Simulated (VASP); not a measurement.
MgS, 2 atoms in the cell. Symmetry: I4/mmm, No. 139, tetragonal system. Conventional cell: a = 3.626 Å, b = 3.626 Å, c = 5.154 Å, α = 90.00°, β = 90.00°, γ = 90.00°. Mg (site symmetry 4/mmm) has 6 S at 2.56 to 2.58 Å within 3.4 Å. Within 3.4 Å of S (site symmetry 4/mmm) lie 6 Mg at 2.56 to 2.58 Å.  This cell differs from its parent crystal: z stretched by +0.5 %, x and y held.

| Property | Result |
| --- | --- |
| Program | VASP 6.6.1 |
| Task | single point |
| Functional | LDA |
| Potentials or basis | VASP PAW LDA potentials, release 64 (Mg, S) |
| Cutoff | 520 eV |
| k mesh | 8 × 8 × 8 |
| Occupations | gaussian, width 0.01 eV |
| Spin | no spin polarisation |
| Dipole correction | no |
| Further INCAR settings | ALGO = Normal; EDIFF = 1e-07; NBANDS = 11 |

Potentials or basis: VASP PAW LDA potentials, release 64 (Mg, S).

Launch:

```bash
$ cat potpaw_LDA.64/Mg/POTCAR potpaw_LDA.64/S/POTCAR > POTCAR
$ mpirun -np 1 vasp_std > vasp.out
```

Hardware: 1 thread of AMD EPYC 7R43 64-Core Processor (Zen 3), with other jobs on the host.

Q: How long does it take, and how much memory?

A: Wall time 15 s on 1 thread of AMD EPYC 7R43 64-Core Processor (Zen 3) (shared host), peak memory 0.12 GiB. Counts: scf iterations 12, k points 59.
